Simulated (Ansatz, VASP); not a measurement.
## Si in VASP and in Ansatz

INCAR

```
SYSTEM = Si
ALGO = Normal
EDIFF = 1E-6
ENCUT = 520
GGA = PE
ISIF = 2
ISMEAR = 0
LASPH = .True.
LCHARG = .False.
LREAL = .False.
LWAVE = .False.
NBANDS = 26
NELM = 100
PREC = Accurate
SIGMA = 0.03
```

File KPOINTS:

```
k-points
0
Gamma
  10 10 6
  0 0 0
```

POSCAR

```
Si
1.0
    6.8787226371     -1.9109151862     -0.0337271026
    6.8787226371      1.9109151862     -0.0337271026
   -0.7735169406      0.0000000000      6.4667988959
Si
8
Direct
   -0.0089030857      0.1202274187      0.8741221558
    0.8797725813      1.0089030857      0.1258778442
    0.4876998543      0.6307607171      0.6536328742
    0.3692392829      0.5123001457      0.3463671258
    0.3934008639      0.0323862543      0.0570686657
    0.9676137457      0.6065991361      0.9429313343
    0.6826141483      0.7714373909      0.5855965457
    0.2285626091      0.3173858517      0.4144034543
```

Input for Ansatz:

```yaml
crystal:
  lattice:
    - [6.8787226371, -1.9109151862, -0.0337271026]
    - [6.8787226371, 1.9109151862, -0.0337271026]
    - [-0.7735169406, 0.0, 6.4667988959]
  atoms:
    - { symbol: Si, position: [-0.0089030857, 0.1202274187, 0.8741221558] }
    - { symbol: Si, position: [0.8797725813, 1.0089030857, 0.1258778442] }
    - { symbol: Si, position: [0.4876998543, 0.6307607171, 0.6536328742] }
    - { symbol: Si, position: [0.3692392829, 0.5123001457, 0.3463671258] }
    - { symbol: Si, position: [0.3934008639, 0.0323862543, 0.0570686657] }
    - { symbol: Si, position: [0.9676137457, 0.6065991361, 0.9429313343] }
    - { symbol: Si, position: [0.6826141483, 0.7714373909, 0.5855965457] }
    - { symbol: Si, position: [0.2285626091, 0.3173858517, 0.4144034543] }
basis:
  ecutwfc: 420
kpoints:
  mp_grid: { grid: [10, 10, 6] }
hamiltonian:
  xc: pbe
  pseudopotentials: { kind: paw, azcp: { folder: soft_1 } }
scf:
  occupations: { method: gaussian, width: 0.03 }
output:
  forces: true
  stress: true
  eigenvalues: true
```

Change from the starting cell: mode 4 frozen in at -0.698 Å, strain +e along z and -e/2 along x and y +0.0233.

Alike in both runs: task single point; functional PBE; k mesh 10 × 10 × 6; occupations gaussian, width 0.03 eV; no spin polarisation.

|  | VASP | Ansatz |
| --- | --- | --- |
| version | VASP 6.6.1 | Ansatz 0.2.0 |
| potentials or method | VASP PAW PBE potentials, release 64 (Si), cutoff 520 eV | scalar-relativistic, plane waves, PAW |
| valence electrons in the cell | 32 | 32 |

Ansatz gave:

- gap on the k mesh at the Fermi level (eV): 0.16
- least direct gap on the mesh (eV): 0.92
- pressure (GPa): -2.7
- traceless stress, the component that is largest in VASP (GPa): -2.59
- rms of the force components (eV/Å): 0.599

Problem. What did VASP give for the same quantities?

Solution. gap on the k mesh at the Fermi level (eV): 0.16; least direct gap on the mesh (eV): 0.92; pressure (GPa): -2.8; traceless stress, the component that is largest in VASP (GPa): -2.59; rms of the force components (eV/Å): 0.598.

Atom by atom the forces differ by 0.003 eV/Å (rms over components). The functional is the same, so the differences come from potentials, cutoffs and numerics.
